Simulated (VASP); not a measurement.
# AlN (P6_3mc) in VASP: notebook

AlN is run at these levels: PBEsol; tasks: electric field gradients.

Everything below comes from runs of VASP 6.6.1. Logs are shortened: lines on timing, memory, paths and dates and some standing lists are left out, and cuts for length are marked.

### 1 The cell of the first run

The structure is hexagonal, space group P6_3mc (No. 186). The conventional cell has a = 3.111 Å, b = 3.111 Å, c = 4.928 Å, α = 90.00°, β = 90.00°, γ = 120.00°. Al (site symmetry 3m) has 4 N at 1.88 to 1.90 Å within 2.5 Å. N (site symmetry 3m) has 4 Al at 1.88 to 1.90 Å within 2.5 Å.

### 2 Electric field gradients, PBEsol (zz strain of -1 %)

The input, INCAR:

```
ALGO = Normal
EDIFF = 1E-8
ENCUT = 520
GGA = PS
ISIF = 2
ISMEAR = -1
LASPH = True
LCHARG = False
LEFG = True
LREAL = False
LWAVE = False
NBANDS = 16
NELM = 60
PREC = Accurate
SIGMA = 0.02
```

The input, KPOINTS:

```
k-points
0
Gamma
  11 11 6
```

The input, POSCAR:

```
AlN
1.0
    3.1110021516      0.0000000000      0.0000000000
   -1.5555010758      2.6942068945      0.0000000000
    0.0000000000      0.0000000000      4.9282200000
Al N
2 2
Direct
    0.3333333333      0.6666666667      0.0000000000
    0.6666666667      0.3333333333      0.5000000000
    0.3333333333      0.6666666667      0.3850000000
    0.6666666667      0.3333333333      0.8850000000
```

Potentials or basis: VASP PAW PBE potentials, release 64 (Al, N).

The run is started by

```sh
$ cat potpaw_PBE.64/Al/POTCAR potpaw_PBE.64/N/POTCAR > POTCAR
$ mpirun -np 1 vasp_std > vasp.out
```

OUTCAR:

```text
EDIFF = 1E-8
   ENCUT = 520
   GGA = PS
   ISIF = 2
   ISMEAR = -1
   LASPH = True
   LREAL = False
   NELM = 60
   PREC = Accurate

 ion  position               nearest neighbor table
   1  0.333  0.667  0.000-   4 1.88   4 1.88   4 1.88   3 1.90   2 3.05   2 3.05   2 3.05   2 3.05
                             2 3.05   2 3.05
   2  0.667  0.333  0.500-   3 1.88   3 1.88   3 1.88   4 1.90   1 3.05   1 3.05   1 3.05   1 3.05
                             1 3.05   1 3.05
   3  0.333  0.667  0.385-   2 1.88   2 1.88   2 1.88   1 1.90
   4  0.667  0.333  0.885-   1 1.88   1 1.88   1 1.88   2 1.90

  LATTYP: Found a hexagonal cell.
 ALAT       =     3.1110021516
 C/A-ratio  =     1.5841261947

  Lattice vectors:

 A1 = (   3.1110021516,   0.0000000000,   0.0000000000)
 A2 = (  -1.5555010758,   2.6942068945,   0.0000000000)
 A3 = (   0.0000000000,   0.0000000000,   4.9282200000)

Analysis of symmetry for initial positions (statically):
=====================================================================
 Subroutine PRICEL returns:
 Original cell was already a primitive cell.

 Routine SETGRP: Setting up the symmetry group for a
 hexagonal supercell.

 Subroutine GETGRP returns: Found 12 space group operations
 (whereof  6 operations were pure point group operations)
 out of a pool of 24 trial point group operations.

The static configuration has the point symmetry C_3v.
 The point group associated with its full space group is C_6v.

Analysis of symmetry for dynamics (positions and initial velocities):
=====================================================================
 Subroutine PRICEL returns:
 Original cell was already a primitive cell.

 Routine SETGRP: Setting up the symmetry group for a
 hexagonal supercell.

 Subroutine GETGRP returns: Found 12 space group operations
 (whereof  6 operations were pure point group operations)
 out of a pool of 24 trial point group operations.

The dynamic configuration has the point symmetry C_3v.
 The point group associated with its full space group is C_6v.

 Subroutine INISYM returns: Found 12 space group operations
 (whereof  6 operations are pure point group operations),
 and found     1 'primitive' translations

----------------------------------------------------------------------------------------
[... 141 lines left out ...]
  free energy    TOTEN  =       -31.30556373 eV

  energy without entropy =      -31.30556373  energy(sigma->0) =      -31.30556373

 E-fermi :   6.6437     XC(G=0): -11.1558

 val. band max:        6.2583465858   @ k =   0.0000   0.0000   0.0000
 cond. band min:      10.4105935369   @ k =   0.0000   0.0000   0.0000
 fundamental gap:      4.1522469511
 Fermi energy:         6.6437310097

 k-point     1 :       0.0000    0.0000    0.0000
  band No.  band energies     occupation
      1      -9.0648      2.00000
      2      -6.8006      2.00000
      3       0.1108      2.00000
      4       5.2316      2.00000
      5       5.2316      2.00000
      6       5.9187      2.00000
[... 433 lines left out ...]
      3       1.1504      2.00000
      4       3.0761      2.00000
      5       3.4894      2.00000
      6       4.5910      2.00000
[... 8 lines left out ...]
     15      18.6105      0.00000
     16      19.5993      0.00000

 [... further k-points ...]
[... 5 lines left out ...]
  --------------------------------------------------------------------------------------
  -------------------------------------------------------------------------------------
  Total        0.4921088      0.4921088      0.9514854      0.0000000      0.0000000      0.0000000
  in kB       19.0875577     19.0875577     36.9055219      0.0000000      0.0000000      0.0000000
  external PRESSURE =      25.0268791 kB  Pullay stress =       0.0000000 kB

 VOLUME and BASIS-vectors are now :
 -----------------------------------------------------------------------------
  energy-cutoff  :      520.00
  volume of cell :       41.31
      direct lattice vectors                 reciprocal lattice vectors
     3.111002152  0.000000000  0.000000000     0.321439829  0.185583372  0.000000000
    -1.555501076  2.694206895  0.000000000     0.000000000  0.371166744  0.000000000
     0.000000000  0.000000000  4.928220000     0.000000000  0.000000000  0.202913019

 POSITION                                       TOTAL-FORCE (eV/Angst)
 -----------------------------------------------------------------------------------
     -0.00000      1.79614      0.00000         0.000000     -0.000000      0.052524
      1.55550      0.89807      2.46411        -0.000000      0.000000      0.052524
     -0.00000      1.79614      1.89736         0.000000     -0.000000     -0.052524
      1.55550      0.89807      4.36147        -0.000000     -0.000000     -0.052524
 -----------------------------------------------------------------------------------
    total drift:                               -0.000000      0.000000     -0.000780

  FREE ENERGIE OF THE ION-ELECTRON SYSTEM (eV)
  ---------------------------------------------------
  free  energy   TOTEN  =       -31.3055637349 eV

  energy  without entropy=      -31.3055637349  energy(sigma->0) =      -31.30556373

 Electric field gradients (V/A^2)
---------------------------------------------------------------------
 ion       V_xx      V_yy      V_zz      V_xy      V_xz      V_yz
---------------------------------------------------------------------
   1      -3.126    -3.126     6.252     0.000    -0.000     0.000
   2      -3.126    -3.126     6.252     0.000     0.000    -0.000
   3       0.611     0.611    -1.223    -0.000     0.000    -0.000
   4       0.611     0.611    -1.223    -0.000    -0.000     0.000
---------------------------------------------------------------------

 Electric field gradients after diagonalization (V/A^2)
 (convention: |V_zz| > |V_xx| > |V_yy|)
----------------------------------------------------------------------
 ion       V_xx      V_yy      V_zz     asymmetry (V_yy - V_xx)/ V_zz
----------------------------------------------------------------------
   1      -3.126    -3.126     6.252       0.000
   2      -3.126    -3.126     6.252       0.000
   3       0.612     0.611    -1.223       0.000
   4       0.612     0.611    -1.223       0.000
----------------------------------------------------------------------

           NMR quadrupolar parameters

 Cq : quadrupolar parameter    Cq=e*Q*V_zz/h
 eta: asymmetry parameters     (V_yy - V_xx)/ V_zz
 Q  : nuclear electric quadrupole moment in mb (millibarn)
----------------------------------------------------------------------
 ion       Cq(MHz)       eta       Q (mb)
----------------------------------------------------------------------
   1       0.015       0.000       1.000
   2       0.015       0.000       1.000
   3      -0.003       0.000       1.000
   4      -0.003       0.000       1.000
----------------------------------------------------------------------
```

stdout:

```text
POSCAR found type information on POSCAR AlN
 POSCAR found :  2 types and       4 ions
 scaLAPACK will be used
 -----------------------------------------------------------------------------
|                                                                             |
|                                                                             |
|     You enforced a specific xc type in the INCAR file but a different       |
|     I HOPE YOU KNOW WHAT YOU ARE DOING!                                     |
|                                                                             |
 -----------------------------------------------------------------------------

 LDA part: xc-table for (Slater+PW92), standard interpolation
 POSCAR, INCAR and KPOINTS ok, starting setup
 FFT: planning ... GRIDC
 FFT: planning ... GRID_SOFT
 FFT: planning ... GRID
 WAVECAR not read
 entering main loop
ion   1

ion   2

ion   3

ion   4
```

Run time: 34 s. Hardware: 1 thread of Intel Xeon 6975P-C, shared host; peak memory 0.17 GiB.

What came out:

| Property | Result |
| --- | --- |
| Free energy | -31.3056 eV |
| Pressure | 2.5 GPa |
| Largest force | 0.053 eV/Å |
| Band gap on the k mesh | 4.15 eV, direct |

Forces on the atoms (eV/Å):
```
Al   0.000  0.000  0.053
Al   0.000  0.000  0.053
N    0.000  0.000 -0.053
N    0.000  0.000 -0.053
```

Electric field gradients, principal values (V/Å²):
```csv
atom,least,middle,greatest (by size)
1 Al,-3.126,-3.126,6.252
2 Al,-3.126,-3.126,6.252
3 N,0.611,0.612,-1.223
4 N,0.611,0.612,-1.223
```

Caveat: the cell differs from its parent crystal (zz strain of -1 %); without QUAD_EFG the Cq values of the log hold for a quadrupole moment of 1 mb, not for the nuclei; the PAW data sets were made with another functional, which shifts forces and pressure a little. A k mesh can miss the band edges.

### 3 Electric field gradients, PBEsol (zz strain of -1 %)

The input, INCAR:

```
SYSTEM = AlN
  PREC = Accurate
  ENCUT = 520
  EDIFF = 1E-8
  ISMEAR = -1
  SIGMA = 0.02
  LREAL = .FALSE.
  LASPH = .TRUE.
  NELM = 80
  ALGO = Normal
  ISIF = 2
  LWAVE = .FALSE.
  LCHARG = .FALSE.
  GGA = PS
  LEFG = .TRUE.
  NBANDS = 16
```

The input, KPOINTS:

```
Automatic mesh
0
G
  11 11 6
  0 0 0
```

POSCAR is that of step 2.

Potentials or basis: VASP PAW PBE potentials, release 64 (Al, N).

The run is started by

```sh
$ cat potpaw_PBE.64/Al/POTCAR potpaw_PBE.64/N/POTCAR > POTCAR
$ mpirun -np 1 vasp_std > vasp.out
```

OUTCAR:

```text
SYSTEM = AlN
   PREC = Accurate
   ENCUT = 520
   EDIFF = 1E-8
   ISMEAR = -1
   LREAL = .FALSE.
   LASPH = .TRUE.
   NELM = 80
   ISIF = 2
   GGA = PS

 ion  position               nearest neighbor table
   1  0.333  0.667  0.000-   4 1.88   4 1.88   4 1.88   3 1.90   2 3.05   2 3.05   2 3.05   2 3.05
                             2 3.05   2 3.05
   2  0.667  0.333  0.500-   3 1.88   3 1.88   3 1.88   4 1.90   1 3.05   1 3.05   1 3.05   1 3.05
                             1 3.05   1 3.05
   3  0.333  0.667  0.385-   2 1.88   2 1.88   2 1.88   1 1.90
   4  0.667  0.333  0.885-   1 1.88   1 1.88   1 1.88   2 1.90

  LATTYP: Found a hexagonal cell.
 ALAT       =     3.1110021516
 C/A-ratio  =     1.5841261947

  Lattice vectors:

 A1 = (   3.1110021516,   0.0000000000,   0.0000000000)
 A2 = (  -1.5555010758,   2.6942068945,   0.0000000000)
 A3 = (   0.0000000000,   0.0000000000,   4.9282200000)

Analysis of symmetry for initial positions (statically):
=====================================================================
 Subroutine PRICEL returns:
 Original cell was already a primitive cell.

 Routine SETGRP: Setting up the symmetry group for a
 hexagonal supercell.

 Subroutine GETGRP returns: Found 12 space group operations
 (whereof  6 operations were pure point group operations)
 out of a pool of 24 trial point group operations.

The static configuration has the point symmetry C_3v.
 The point group associated with its full space group is C_6v.

Analysis of symmetry for dynamics (positions and initial velocities):
=====================================================================
 Subroutine PRICEL returns:
 Original cell was already a primitive cell.
[... 612 lines left out ...]
      6       4.5910      2.00000
[... 8 lines left out ...]
     15      18.6105      0.00000
     16      19.5993      0.00000

 [... further k-points ...]
[... 5 lines left out ...]
  --------------------------------------------------------------------------------------
  -------------------------------------------------------------------------------------
  Total        0.4921088      0.4921088      0.9514854      0.0000000      0.0000000      0.0000000
  in kB       19.0875577     19.0875577     36.9055219      0.0000000      0.0000000      0.0000000
  external PRESSURE =      25.0268791 kB  Pullay stress =       0.0000000 kB

 VOLUME and BASIS-vectors are now :
 -----------------------------------------------------------------------------
  energy-cutoff  :      520.00
  volume of cell :       41.31
      direct lattice vectors                 reciprocal lattice vectors
     3.111002152  0.000000000  0.000000000     0.321439829  0.185583372  0.000000000
    -1.555501076  2.694206895  0.000000000     0.000000000  0.371166744  0.000000000
     0.000000000  0.000000000  4.928220000     0.000000000  0.000000000  0.202913019

 POSITION                                       TOTAL-FORCE (eV/Angst)
 -----------------------------------------------------------------------------------
     -0.00000      1.79614      0.00000         0.000000     -0.000000      0.052524
      1.55550      0.89807      2.46411        -0.000000      0.000000      0.052524
     -0.00000      1.79614      1.89736         0.000000     -0.000000     -0.052524
      1.55550      0.89807      4.36147        -0.000000     -0.000000     -0.052524
 -----------------------------------------------------------------------------------
    total drift:                               -0.000000      0.000000     -0.000780

  FREE ENERGIE OF THE ION-ELECTRON SYSTEM (eV)
  ---------------------------------------------------
  free  energy   TOTEN  =       -31.3055637349 eV

  energy  without entropy=      -31.3055637349  energy(sigma->0) =      -31.30556373

 Electric field gradients (V/A^2)
---------------------------------------------------------------------
 ion       V_xx      V_yy      V_zz      V_xy      V_xz      V_yz
---------------------------------------------------------------------
   1      -3.126    -3.126     6.252     0.000    -0.000     0.000
   2      -3.126    -3.126     6.252     0.000     0.000    -0.000
   3       0.611     0.611    -1.223    -0.000     0.000    -0.000
   4       0.611     0.611    -1.223    -0.000    -0.000     0.000
---------------------------------------------------------------------

 Electric field gradients after diagonalization (V/A^2)
 (convention: |V_zz| > |V_xx| > |V_yy|)
----------------------------------------------------------------------
 ion       V_xx      V_yy      V_zz     asymmetry (V_yy - V_xx)/ V_zz
----------------------------------------------------------------------
   1      -3.126    -3.126     6.252       0.000
   2      -3.126    -3.126     6.252       0.000
   3       0.612     0.611    -1.223       0.000
   4       0.612     0.611    -1.223       0.000
----------------------------------------------------------------------

           NMR quadrupolar parameters

 Cq : quadrupolar parameter    Cq=e*Q*V_zz/h
 eta: asymmetry parameters     (V_yy - V_xx)/ V_zz
 Q  : nuclear electric quadrupole moment in mb (millibarn)
----------------------------------------------------------------------
 ion       Cq(MHz)       eta       Q (mb)
----------------------------------------------------------------------
   1       0.015       0.000       1.000
   2       0.015       0.000       1.000
   3      -0.003       0.000       1.000
   4      -0.003       0.000       1.000
----------------------------------------------------------------------
```

It took 40 s on 1 thread of Intel Xeon 6975P-C, shared host; peak memory 0.17 GiB.

Results:

```yaml
Free_energy: -31.3056 eV
Pressure: 2.5 GPa
Largest_force: 0.053 eV/Å
Band_gap_on_the_k_mesh: 4.15 eV, direct
```

Forces on the atoms (eV/Å):
```
Al   0.000  0.000  0.053
Al   0.000  0.000  0.053
N    0.000  0.000 -0.053
N    0.000  0.000 -0.053
```

Electric field gradients, principal values (V/Å²):
```
atom   least  middle  greatest (by size)
1 Al  -3.126  -3.126               6.252
2 Al  -3.126  -3.126               6.252
 3 N   0.611   0.612              -1.223
 4 N   0.611   0.612              -1.223
```

Caveat: the cell differs from its parent crystal (zz strain of -1 %); without QUAD_EFG the Cq values of the log hold for a quadrupole moment of 1 mb, not for the nuclei; the PAW data sets were made with another functional, which shifts forces and pressure a little.
